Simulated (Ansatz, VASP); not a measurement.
**HC6 in VASP and in Ansatz**

INCAR

```
SYSTEM = HC6
PREC = Accurate ; ENCUT = 520
EDIFF = 1E-6 ; ISMEAR = 0
SIGMA = 0.1 ; LREAL = .FALSE.
LASPH = .TRUE. ; NELM = 100
ALGO = Normal ; ISIF = 2
LWAVE = .FALSE. ; LCHARG = .FALSE.
LDIPOL = .TRUE. ; IDIPOL = 3
DIPOL = 0.5 0.5 0.321 ; GGA = PE
NBANDS = 38
```

Contents of KPOINTS:

```
Automatic mesh
0
G
  6 3 1
  0 0 0
```

Contents of POSCAR:

```
HC6
1.0
    4.9326910638      0.0000000000      0.0000000000
    0.0000000000      8.5222964205      0.0000000000
    0.0000000000      0.0000000000     22.9416055954
C H
12 2
Direct
    0.0000000000      0.0000000000      0.1743557130
    0.5000000000      0.0000000000      0.1743557130
    0.2500000000      0.0000000000      0.2053898368
    0.7500000000      0.0000000000      0.2053898368
    0.2500000000      0.0000000000      0.2674580844
    0.7500000000      0.0000000000      0.2674580844
    0.0000000000      0.0000000000      0.2977124344
    0.5000000000      0.0000000000      0.2977124344
    0.0000000000      0.0000000000      0.3626190265
    0.5000000000      0.0000000000      0.3626190265
    0.2500000000      0.0000000000      0.3897550046
    0.7500000000      0.0000000000      0.3897550046
    0.1841130438      0.0000000000      0.5466751463
    0.3158869562      0.0000000000      0.5466751463
```

Input for Ansatz:

```yaml
crystal:
  lattice:
    - [4.9326910638, 0.0, 0.0]
    - [0.0, 8.5222964205, 0.0]
    - [0.0, 0.0, 22.9416055954]
  atoms:
    - { symbol: C, position: [0.0, 0.0, 0.174355713] }
    - { symbol: C, position: [0.5, 0.0, 0.174355713] }
    - { symbol: C, position: [0.25, 0.0, 0.2053898368] }
    - { symbol: C, position: [0.75, 0.0, 0.2053898368] }
    - { symbol: C, position: [0.25, 0.0, 0.2674580844] }
    - { symbol: C, position: [0.75, 0.0, 0.2674580844] }
    - { symbol: C, position: [0.0, 0.0, 0.2977124344] }
    - { symbol: C, position: [0.5, 0.0, 0.2977124344] }
    - { symbol: C, position: [0.0, 0.0, 0.3626190265] }
    - { symbol: C, position: [0.5, 0.0, 0.3626190265] }
    - { symbol: C, position: [0.25, 0.0, 0.3897550046] }
    - { symbol: C, position: [0.75, 0.0, 0.3897550046] }
    - { symbol: H, position: [0.1841130438, 0.0, 0.5466751463] }
    - { symbol: H, position: [0.3158869562, 0.0, 0.5466751463] }
basis:
  ecutwfc: 420
kpoints:
  mp_grid: { grid: [6, 3, 1] }
hamiltonian:
  xc: pbe
  pseudopotentials: { kind: paw, azcp: { folder: soft_1 } }
scf:
  occupations: { method: gaussian, width: 0.1 }
output:
  forces: true
  eigenvalues: true
efield:
  axis: 3
  dipole_correction: true
  ramp_width: 0.04
```

Alike in both runs: task single point; functional PBE; k mesh 6 × 3 × 1; occupations gaussian, width 0.1 eV; no spin polarisation.

|  | VASP | Ansatz |
| --- | --- | --- |
| version | VASP 6.6.1 | Ansatz 0.2.0 |
| potentials or method | VASP PAW PBE potentials, release 64 (C, H), cutoff 520 eV | scalar-relativistic, plane waves, PAW |
| valence electrons in the cell | 50 | 50 |

Ansatz gave:

- gap on the k mesh at the Fermi level (eV): 0.09
- least direct gap on the mesh (eV): 0.09
- rms of the force components (eV/Å): 1.380

Question: What did VASP give for the same quantities?

Answer: gap on the k mesh at the Fermi level (eV): 0.10; least direct gap on the mesh (eV): 0.10; rms of the force components (eV/Å): 1.382.

Atom by atom the forces differ by 0.016 eV/Å (rms over components). The functional is the same, so the differences come from potentials, cutoffs and numerics.
